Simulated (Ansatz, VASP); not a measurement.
# CrB2: VASP beside Ansatz

File INCAR:

```
SYSTEM = CrB2
  PREC = Accurate
  ENCUT = 600
  EDIFF = 1E-7
  ISMEAR = -1
  SIGMA = 0.15
  LREAL = .False.
  LASPH = .True.
  NELM = 60
  ALGO = Normal
  ISIF = 3
  LWAVE = .False.
  LCHARG = .False.
  GGA = CA
  IBRION = 2
  NSW = 80
  EDIFFG = -0.001
```

The input KPOINTS:

```
regular mesh
0
Gamma
  18 18 14
  0 0 0
```

Contents of POSCAR:

```
CrB2
1.0
    2.9470364621      0.0000000000      0.0000000000
   -1.4735182310      2.5522084420      0.0000000000
    0.0000000000      0.0000000000      2.8517112474
Cr B
1 2
Direct
    0.0000000000      0.0000000000      0.0000000000
    0.3333333333      0.6666666667      0.5000000000
    0.6666666667      0.3333333333      0.5000000000
```

Input for Ansatz:

```yaml
crystal:
  lattice:
    - [2.9470367937, 0.0, 0.0]
    - [-1.4735183969, 2.5522087292, 0.0]
    - [0.0, 0.0, 2.851710614]
  atoms:
    - { symbol: Cr, position: [0.0, 0.0, 0.0] }
    - { symbol: B, position: [0.3333333333, 0.6666666667, 0.5] }
    - { symbol: B, position: [0.6666666667, 0.3333333333, 0.5] }
basis:
  ecutwfc: 420
kpoints:
  mp_grid: { grid: [18, 18, 14] }
hamiltonian:
  xc: lda
scf:
  occupations: { method: fermi_dirac, width: 0.15 }
output:
  forces: true
  stress: true
  eigenvalues: true
relax:
  adjacent_minimum: "off"
  f_tol: 0.001
  max_steps: 60
  cell: { stress_tol: 0.01 }
```

Alike in both runs: task relaxation of cell and atoms; functional LDA; k mesh 18 × 18 × 14; occupations fermi-dirac, width 0.15 eV; no spin polarisation.

```csv
,VASP,Ansatz
version,VASP 6.6.1,Ansatz 0.2.0
potentials or method,"VASP PAW LDA potentials, release 64 (Cr_pv, B), cutoff 600 eV","scalar-relativistic, plane waves, PAW"
valence electrons in the cell,18,20
```

Ansatz gave:

| Property | Result |
| --- | --- |
| gap on the k mesh at the Fermi level, each at its own relaxed structure (eV) | none |
| relaxed volume (Å³/atom) | 7.17 |
| relaxed cell length with the largest relative difference (Å) | 2.946 |

Problem. Estimate VASP's values.

Solution. gap on the k mesh at the Fermi level, each at its own relaxed structure (eV): none; relaxed volume (Å³/atom): 7.18; relaxed cell length with the largest relative difference (Å): 2.948.

LDA's correlation is that of Perdew and Zunger in VASP and of Perdew and Wang (1992) in Ansatz. A gap of «none» marks a metal or a gap that the smearing closes. VASP's potentials hold 18 valence electrons a cell and Ansatz's 20, so a difference there can come from the potentials and not from the codes.
